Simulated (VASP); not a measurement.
Set up this calculation in VASP 6.6.1, as the native input.

| Quantity | Value |
| --- | --- |
| Task | density of states |
| Functional | PBE |
| Potentials or basis | VASP PAW PBE potentials, release 64 (Li_sv, F) |
| Cutoff | 520 eV |
| k mesh | 10 × 10 × 10 |
| Occupations | gaussian, width 0.02 eV |
| Spin | no spin polarisation |
| Dipole correction | no |
| k mesh for the DOS | 15 × 15 × 15 |
| Occupations for the DOS | tetrahedron |
| Further INCAR settings | ALGO = Normal; EDIFF = 1e-06; NBANDS = 12 |

The system is LiF.

```
CELL_PARAMETERS angstrom
0.00000 2.03401 2.03401
2.03401 0.00000 2.03401
2.03401 2.03401 0.00000
ATOMIC_POSITIONS crystal
Li 0.00000 0.00000 0.00000
F 0.50000 0.50000 0.50000
```

One way to write it, as run:

POSCAR

```
LiF
1.0
    0.0000000000      2.0340099532      2.0340099532
    2.0340099532      0.0000000000      2.0340099532
    2.0340099532      2.0340099532      0.0000000000
Li F
1 1
Direct
    0.0000000000      0.0000000000      0.0000000000
    0.5000000000      0.5000000000      0.5000000000
```

INCAR.step1

```
SYSTEM = LiF
PREC = Accurate
ENCUT = 520
EDIFF = 1E-6
ISMEAR = 0
SIGMA = 0.02
LREAL = .FALSE.
LASPH = .TRUE.
NELM = 80
ALGO = Normal
ISIF = 2
LWAVE = .FALSE.
LCHARG = .TRUE.
GGA = PE
NBANDS = 12
```

KPOINTS.step1

```
Automatic mesh
0
G
  10 10 10
  0 0 0
```

INCAR.step2

```
SYSTEM = LiF
PREC = Accurate
ENCUT = 520
EDIFF = 1E-6
ISMEAR = -5
SIGMA = 0.02
LREAL = .FALSE.
LASPH = .TRUE.
NELM = 80
ALGO = Normal
ISIF = 2
LWAVE = .FALSE.
LCHARG = .FALSE.
GGA = PE
LORBIT = 10
NBANDS = 12
NEDOS = 2001
ICHARG = 11
```

KPOINTS.step2

```
Automatic mesh
0
G
  15 15 15
  0 0 0
```

Potentials or basis: VASP PAW PBE potentials, release 64 (Li_sv, F).

Launch:

```bash
$ cat potpaw_PBE.64/Li_sv/POTCAR potpaw_PBE.64/F/POTCAR > POTCAR
$ cp INCAR.step1 INCAR
$ cp KPOINTS.step1 KPOINTS
$ mpirun -np 1 vasp_std > vasp.out
$ cp INCAR.step2 INCAR
$ cp KPOINTS.step2 KPOINTS
$ mpirun -np 1 vasp_std > vasp.out
```

Results of the run:

* Valence electrons inside the program's atomic spheres: Li 2.06; F 6.13

Wall time 16 s on 1 thread of Intel(R) Xeon(R) Platinum 8259CL CPU @ 2.50GHz (Skylake/Cascade Lake), on a shared host, peak memory 0.14 GiB.
